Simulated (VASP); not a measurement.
Runs of VASP 6.6.1 on I. The structure is that of space group Cmce (No. 64), or close to it. The cells are those of the table. 

```csv
cell,gap on the mesh (eV),pressure (GPa),largest force (eV/Å)
"a = 5.003, b = 5.003, c = 9.733 Å, angles 90.0, 90.0, 54.5°, 4 atoms",1.12,(a),0.14
"a = 5.104, b = 5.104, c = 9.929 Å, angles 90.0, 90.0, 54.5°, 4 atoms",1.00,-0.5,0.15
"a = 5.153, b = 5.153, c = 10.025 Å, angles 90.0, 90.0, 54.5°, 4 atoms",0.95,-1.0,0.28
"a = 4.951, b = 4.951, c = 9.631 Å, angles 90.0, 90.0, 54.5°, 4 atoms",(d),1.3,(b)
"a = 5.054, b = 5.054, c = 9.832 Å, angles 90.0, 90.0, 54.5°, 4 atoms",1.06,0.0,(c)
```

Alike in all rows: task single point; level PBE; potentials or basis VASP PAW PBE potentials, release 64 (I); no spin polarisation; k mesh 6 × 6 × 2; cutoff (eV) 520; smearing gaussian 0.01 eV.

Estimate the missing entries.

(a) 0.6; (b) 0.31; (c) 0.02; (d) 1.18.

Caveats: spin-orbit coupling is left out, which moves the levels of the heavy elements.

A k mesh can miss the band edges, and the runs leave out spin-orbit coupling on I.
